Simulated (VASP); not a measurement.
# PtSe2 (P4/nmm) in VASP: further runs

Aim: see how the results for PtSe2 move with the level of theory and the settings. Levels: PBE, PBE+U. Tasks: relaxation of cell and atoms.

All numbers are computed with VASP 6.6.1; they aren't measurements. Logs are shortened: lines on timing, memory, paths and dates and some standing lists are left out, and cuts for length are marked.

### 1 The cell of the first run

The structure is tetragonal, space group P4/nmm (No. 129). Conventional cell: a = 3.605 Å, b = 3.605 Å, c = 10.769 Å, α = 90.00°, β = 90.00°, γ = 90.00°. Within 3.3 Å of Pt (site symmetry 4mm) lie 5 Se at 2.50 to 2.69 Å and 4 Pt at 3.02 Å. Within 3.4 Å of Se (site symmetry -4m2) lie 4 Se at 2.55 Å. Se (site symmetry 4mm) has 5 Pt at 2.50 to 2.69 Å within 3.3 Å.

### 2 Relaxation of cell and atoms, PBE

The input, INCAR:

```
PREC = Accurate
ENCUT = 600
EDIFF = 1E-6
ISMEAR = 0
SIGMA = 0.1
LREAL = F
LASPH = T
NELM = 80
ALGO = Normal
ISIF = 3
LWAVE = F
LCHARG = F
GGA = PE
IBRION = 2
NSW = 100
EDIFFG = -0.01
```

The input, KPOINTS:

```
Automatic mesh
0
Gamma
  10 10 4
```

The input, POSCAR:

```
PtSe2
1.0
    3.6051328973      0.0000000000      0.0000000000
    0.0000000000      3.6051328973      0.0000000000
    0.0000000000      0.0000000000     10.7687406491
Pt Se
2 4
Direct
    0.5000000000      0.0000000000      0.4245728303
    0.0000000000      0.5000000000      0.5754271697
    0.0000000000      0.0000000000      0.0000000000
    0.5000000000      0.5000000000      0.0000000000
    0.5000000000      0.0000000000      0.6563300005
    0.0000000000      0.5000000000      0.3436699995
```

Potentials or basis: VASP PAW PBE potentials, release 64 (Pt, Se).

Started as:

```bash
$ cat potpaw_PBE.64/Pt/POTCAR potpaw_PBE.64/Se/POTCAR > POTCAR
$ mpirun -np 1 vasp_std > vasp.out
```

OUTCAR:

```text
PREC = Accurate
   ENCUT = 600
   EDIFF = 1E-6
   ISMEAR = 0
   LREAL = F
   LASPH = T
   NELM = 80
   ISIF = 3
   GGA = PE
   IBRION = 2
   NSW = 100
   EDIFFG = -0.01

 ion  position               nearest neighbor table
   1  0.500  0.000  0.425-   5 2.50   6 2.69   6 2.69   6 2.69   6 2.69   2 3.02   2 3.02   2 3.02
                             2 3.02
   2  0.000  0.500  0.575-   6 2.50   5 2.69   5 2.69   5 2.69   5 2.69   1 3.02   1 3.02   1 3.02
                             1 3.02
   3  0.000  0.000  0.000-   4 2.55   4 2.55   4 2.55   4 2.55
   4  0.500  0.500  0.000-   3 2.55   3 2.55   3 2.55   3 2.55
   5  0.500  0.000  0.656-   1 2.50   2 2.69   2 2.69   2 2.69   2 2.69
   6  0.000  0.500  0.344-   2 2.50   1 2.69   1 2.69   1 2.69   1 2.69

  LATTYP: Found a simple tetragonal cell.
 ALAT       =     3.6051328973
 C/A-ratio  =     2.9870578855

  Lattice vectors:

 A1 = (   3.6051328973,   0.0000000000,   0.0000000000)
 A2 = (   0.0000000000,   3.6051328973,   0.0000000000)
 A3 = (   0.0000000000,   0.0000000000,  10.7687406491)

Analysis of symmetry for initial positions (statically):
=====================================================================
 Subroutine PRICEL returns:
 Original cell was already a primitive cell.

 Routine SETGRP: Setting up the symmetry group for a
 simple tetragonal supercell.

 Subroutine GETGRP returns: Found 16 space group operations
 (whereof  8 operations were pure point group operations)
 out of a pool of 16 trial point group operations.

The static configuration has the point symmetry D_2d.
 The point group associated with its full space group is D_4h.

Analysis of symmetry for dynamics (positions and initial velocities):
=====================================================================
 Subroutine PRICEL returns:
 Original cell was already a primitive cell.

 Routine SETGRP: Setting up the symmetry group for a
 simple tetragonal supercell.

 Subroutine GETGRP returns: Found 16 space group operations
 (whereof  8 operations were pure point group operations)
 out of a pool of 16 trial point group operations.
[... 168 lines left out ...]
  Total        0.0111086      0.0111086      0.0524882      0.0000000      0.0000000      0.0000000
  in kB        0.1271630      0.1271630      0.6008484      0.0000000      0.0000000      0.0000000
  external PRESSURE =       0.2850581 kB  Pullay stress =       0.0000000 kB

 VOLUME and BASIS-vectors are now :
 -----------------------------------------------------------------------------
  energy-cutoff  :      600.00
  volume of cell :      139.96
      direct lattice vectors                 reciprocal lattice vectors
     3.605132897  0.000000000  0.000000000     0.277382285  0.000000000  0.000000000
     0.000000000  3.605132897  0.000000000     0.000000000  0.277382285  0.000000000
     0.000000000  0.000000000 10.768740649     0.000000000  0.000000000  0.092861369

 POSITION                                       TOTAL-FORCE (eV/Angst)
 -----------------------------------------------------------------------------------
      1.80257      0.00000      4.57211         0.000000      0.000000     -0.013670
      0.00000      1.80257      6.19663        -0.000000      0.000000      0.013670
      0.00000      0.00000      0.00000        -0.000000      0.000000      0.000000
      1.80257      1.80257      0.00000        -0.000000     -0.000000      0.000000
      1.80257      0.00000      7.06785        -0.000000      0.000000      0.005986
      0.00000      1.80257      3.70089         0.000000      0.000000     -0.005986
 -----------------------------------------------------------------------------------
    total drift:                                0.000000      0.000000     -0.000000

  FREE ENERGIE OF THE ION-ELECTRON SYSTEM (eV)
  ---------------------------------------------------
  free  energy   TOTEN  =       -25.4883334053 eV

  energy  without entropy=      -25.4781420375  energy(sigma->0) =      -25.48323772

--------------------------------------- Ionic step        2  -------------------------------------------

 number of electron      44.0000000 magnetization

 Free energy of the ion-electron system (eV)
  ---------------------------------------------------
  ext. energy  EPLUGINS =         0.00000000
  ---------------------------------------------------
  free energy    TOTEN  =       -25.48834693 eV

  energy without entropy =      -25.47812265  energy(sigma->0) =      -25.48323479

 E-fermi :   4.9203     XC(G=0):  -9.8118

 val. band max:        4.8860188463   @ k =   0.2000   0.2000   0.5000
 cond. band min:       4.9282728745   @ k =   0.4000   0.4000   0.5000
 fundamental gap:      0.0422540282
 Fermi energy:         4.9203090041

 k-point     1 :       0.0000    0.0000    0.0000
  band No.  band energies     occupation
      1     -11.5805      2.00000
      2     -10.1739      2.00000
      3      -9.6003      2.00000
      4      -4.2580      2.00000
      5      -1.1960      2.00000
      6      -1.1840      2.00000
[... 685 lines left out ...]
     25       7.0105      0.00000
     26       7.2068      0.00000

 [... further k-points ...]
[... 5 lines left out ...]
  --------------------------------------------------------------------------------------
  -------------------------------------------------------------------------------------
  Total       -0.0437919     -0.0437919     -0.0234549      0.0000000      0.0000000     -0.0000000
  in kB       -0.5009978     -0.5009978     -0.2683337      0.0000000      0.0000000     -0.0000000
  external PRESSURE =      -0.4234431 kB  Pullay stress =       0.0000000 kB

 VOLUME and BASIS-vectors are now :
 -----------------------------------------------------------------------------
  energy-cutoff  :      600.00
  volume of cell :      140.05
      direct lattice vectors                 reciprocal lattice vectors
     3.605454900  0.000000000  0.000000000     0.277357512  0.000000000  0.000000000
     0.000000000  3.605454900  0.000000000     0.000000000  0.277357512  0.000000000
    -0.000000000  0.000000000 10.773285364    -0.000000000  0.000000000  0.092822195

 POSITION                                       TOTAL-FORCE (eV/Angst)
 -----------------------------------------------------------------------------------
      1.80273      0.00000      4.57338         0.000000     -0.000000     -0.003945
      3.60545      1.80273      6.19990        -0.000000      0.000000      0.003945
      3.60545      0.00000      0.00000         0.000000     -0.000000      0.000000
      1.80273      1.80273      0.00000         0.000000      0.000000      0.000000
      1.80273      0.00000      7.07112         0.000000      0.000000     -0.009296
     -0.00000      1.80273      3.70217        -0.000000      0.000000      0.009296
 -----------------------------------------------------------------------------------
    total drift:                                0.000000      0.000000     -0.000000

  FREE ENERGIE OF THE ION-ELECTRON SYSTEM (eV)
  ---------------------------------------------------
  free  energy   TOTEN  =       -25.4883469250 eV

  energy  without entropy=      -25.4781226485  energy(sigma->0) =      -25.48323479

 reached required accuracy - stopping structural energy minimisation
```

OSZICAR:

```text
N       E                     dE             d eps       ncg     rms          rms(c)
DAV:   1     0.277402177901E+03    0.27740E+03   -0.21684E+04  3276   0.168E+03
DAV:   2    -0.768990218635E+01   -0.28509E+03   -0.27949E+03  4028   0.279E+02
DAV:   3    -0.258057175388E+02   -0.18116E+02   -0.17440E+02  3958   0.680E+01
DAV:   4    -0.263167929495E+02   -0.51108E+00   -0.50223E+00  4050   0.112E+01
[... 12 lines left out ...]
DAV:   1    -0.254885109034E+02   -0.17769E-03   -0.87030E-03  3300   0.507E-01    0.758E-02
DAV:   2    -0.254883934748E+02    0.11743E-03   -0.86173E-04  3390   0.211E-01    0.567E-02
DAV:   3    -0.254883562171E+02    0.37258E-04   -0.10231E-04  3404   0.740E-02    0.218E-02
DAV:   4    -0.254883476088E+02    0.86083E-05   -0.38829E-05  3356   0.260E-02    0.943E-03
DAV:   5    -0.254883469250E+02    0.68377E-06   -0.26877E-06  2354   0.104E-02
   2 F= -.25488347E+02 E0= -.25483235E+02  d E =-.135197E-04
```

CONTCAR:

```text
PtSe2
   1.00000000000000
     3.6054548995189872    0.0000000000000000    0.0000000000000000
     0.0000000000000000    3.6054548995189872    0.0000000000000000
    -0.0000000000000000    0.0000000000000000   10.7732853639221204
  Pt              Se
     2     4
Direct
     0.5000000000000000    0.0000000000000000    0.4245115882237160
     1.0000000000000000    0.5000000000000000    0.5754884117762840
     1.0000000000000000    0.0000000000000000    0.0000000000000000
     0.5000000000000000    0.5000000000000000    0.0000000000000000
     0.5000000000000000    0.0000000000000000    0.6563568164323259
     0.0000000000000000    0.5000000000000000    0.3436431835676740

  0.00000000E+00  0.00000000E+00  0.00000000E+00
  0.00000000E+00  0.00000000E+00  0.00000000E+00
  0.00000000E+00  0.00000000E+00  0.00000000E+00
  0.00000000E+00  0.00000000E+00  0.00000000E+00
  0.00000000E+00  0.00000000E+00  0.00000000E+00
  0.00000000E+00  0.00000000E+00  0.00000000E+00
```

It took 3 min on 1 thread of Intel Xeon 6975P-C (Granite Rapids), shared host; peak memory 0.45 GiB.

What came out:

```yaml
Free_energy: -25.4883 eV
Relaxed_volume: 23.34 Å³/atom
Relaxed_cell: a = 3.605 Å, b = 3.605 Å, c = 10.773 Å, α = 90.00°, β = 90.00°, γ = 90.00°
Space_group_after_relaxing_to_0.1_Å: P4/nmm (No. 129)
Energy_gained_by_relaxing: 0.0 meV/atom
Ionic_steps: 2
Pressure_after_relaxing: 0.0 GPa
Largest_force_after_relaxing: 0.009 eV/Å
Band_gap_on_the_k_mesh: zero (bands 22 and 23 overlap by 1.53 eV)
```

Forces in eV/Å, atoms in the order of the input:
```
Pt   0.000  0.000 -0.004
Pt   0.000  0.000  0.004
Se   0.000  0.000  0.000
Se   0.000  0.000  0.000
Se   0.000  0.000 -0.009
Se   0.000  0.000  0.009
```

Final structure:
```yaml
crystal:
  lattice:
    - [3.60545, 0.00000, 0.00000]
    - [0.00000, 3.60545, 0.00000]
    - [0.00000, 0.00000, 10.77329]
  atoms:
    - { symbol: Pt, position: [0.50000, 0.00000, 0.42451] }
    - { symbol: Pt, position: [0.00000, 0.50000, 0.57549] }
    - { symbol: Se, position: [0.00000, 0.00000, 0.00000] }
    - { symbol: Se, position: [0.50000, 0.50000, 0.00000] }
    - { symbol: Se, position: [0.50000, 0.00000, 0.65636] }
    - { symbol: Se, position: [0.00000, 0.50000, 0.34364] }
```

Caveat: spin-orbit coupling is left out, which moves the levels of the heavy elements; this functional lacks dispersion, which binds the layers, so the pressure and a relaxed spacing across them are unreliable.

### 3 Relaxation of cell and atoms, PBE+U

The input, INCAR:

```
PREC     = Accurate       # precision mode
ENCUT    = 500            # plane-wave cutoff, eV
EDIFF    = 1E-7           # SCF threshold, eV
ISMEAR   = 0              # smearing method
SIGMA    = 0.1            # smearing width, eV
LREAL    = F              # projectors in reciprocal space
LASPH    = T              # aspherical terms in the spheres
NELM     = 200            # most SCF steps
ALGO     = Normal         # electronic algorithm
ISIF     = 3              # what is computed and relaxed
LWAVE    = F              # write WAVECAR
LCHARG   = F              # write CHGCAR
LMAXMIX  = 4              # l up to which the mixer works
LDAU     = T              # DFT+U
LDAUTYPE = 2            
LDAUL    = 2 -1           # shell
LDAUU    = 8 0            # U, eV
LDAUJ    = 0 0          
LDAUPRINT= 1            
GGA      = PE             # functional
IBRION   = 2              # ionic algorithm
NSW      = 100            # ionic steps
EDIFFG   = -0.01          # ionic threshold
GGA_COMPAT= F            
NELMIN   = 4
```

KPOINTS is that of step 2.

POSCAR is that of step 2.

Potentials or basis: VASP PAW PBE potentials, release 64 (Pt, Se).

Started as:

```bash
$ cat potpaw_PBE.64/Pt/POTCAR potpaw_PBE.64/Se/POTCAR > POTCAR
$ mpirun -np 1 vasp_std > vasp.out
```

It took 2.4 h on 1 thread of Intel Xeon 8259CL, shared host; peak memory 0.4 GiB.

Results (log left out):

```
Free energy                           : -16.2235 eV
Relaxed volume                        : 23.10 Å³/atom
Relaxed cell                          : a = 3.633 Å, b = 3.633 Å, c = 10.500 Å, α = 90.00°, β = 90.00°, γ = 90.00°
Space group after relaxing (to 0.1 Å) : P4/nmm (No. 129)
Energy gained by relaxing             : 51.2 meV/atom
Ionic steps                           : 45
Pressure after relaxing               : 0.0 GPa
Largest force after relaxing          : 0.004 eV/Å
Band gap on the k mesh                : zero (bands 22 and 23 overlap by 2.07 eV)
```

Forces in eV/Å, atoms in the order of the input:
```
Pt   0.000  0.000  0.004
Pt   0.000  0.000 -0.004
Se   0.000  0.000  0.000
Se   0.000  0.000  0.000
Se   0.000  0.000 -0.001
Se   0.000  0.000  0.001
```

The path:
```tsv
step	energy change (eV)	largest force (eV/Å)	pressure (GPa)	volume (Å³)
1	0.0000	0.8251	-3.93	139.96
3	-0.0979	0.2084	0.14	133.89
5	-0.1057	0.1886	0.20	133.90
7	-0.1164	0.2808	-0.01	134.43
9	-0.1464	0.2212	-1.31	137.16
11	0.1771	0.7599	-5.90	148.45
13	-0.2008	0.6995	-3.03	141.37
15	-0.2097	0.6255	-3.05	141.53
17	-0.2289	0.5728	-2.55	140.67
19	-0.2739	0.3166	-0.07	136.80
21	-0.2775	0.2634	0.26	136.29
23	-0.2925	0.1016	0.21	135.99
25	-0.2937	0.0973	0.08	136.18
27	-0.2959	0.1083	-0.28	136.91
29	-0.2992	0.0593	0.19	136.77
31	-0.3011	0.0603	-0.01	137.38
33	-0.3041	0.0772	-0.73	139.71
35	-0.3050	0.0978	-0.59	139.27
37	-0.3056	0.0586	-0.53	139.39
39	-0.3069	0.0360	-0.24	138.94
41	-0.3073	0.0179	0.01	138.57
43	-0.3073	0.0158	0.02	138.56
45	-0.3073	0.0041	0.02	138.60
```

Final structure:
```
Pt Se
1.0
     3.63323    0.00000    0.00000
     0.00000    3.63323    0.00000
     0.00000    0.00000   10.49971
Pt Se
2 4
Cartesian
  1.8166 0.0000 4.0883
  0.0000 1.8166 6.4114
  0.0000 0.0000 0.0000
  1.8166 1.8166 0.0000
  1.8166 0.0000 6.5480
  0.0000 1.8166 3.9517
```

Levels at points of the mesh, in eV from the Fermi level:
```tsv
k point	band 19	band 20	band 21	band 22	band 23	band 24	band 25	band 26
(0.00, 0.00, 0.00)	-2.05	-2.05	-0.80	-0.80	0.28	1.28	1.99	2.86
(0.50, 0.00, 0.00)	-1.92	-1.92	-0.96	-0.96	0.17	0.17	3.07	3.07
(0.50, 0.50, 0.00)	-2.31	-2.31	-1.45	-1.45	-1.43	-1.43	2.08	2.08
(0.00, 0.00, 0.50)	-2.05	-2.05	-0.80	-0.80	0.23	1.28	2.45	2.92
(0.50, 0.00, 0.50)	-1.92	-1.92	-0.95	-0.95	0.37	0.37	3.07	3.07
(0.50, 0.50, 0.50)	-2.31	-2.31	-1.45	-1.45	-1.42	-1.42	1.95	1.95
```

Eigenvalues of the final occupation matrices:
```
    site  spin  trace               eigenvalues
site 1 d     1   4.57  0.81 0.84 0.97 0.97 0.98
site 1 d     2   4.57  0.81 0.84 0.97 0.97 0.98
site 2 d     1   4.57  0.81 0.84 0.97 0.97 0.98
site 2 d     2   4.57  0.81 0.84 0.97 0.97 0.98
```

Caveat: spin-orbit coupling is left out, which moves the levels of the heavy elements; U without spin polarisation on a metal has little footing.
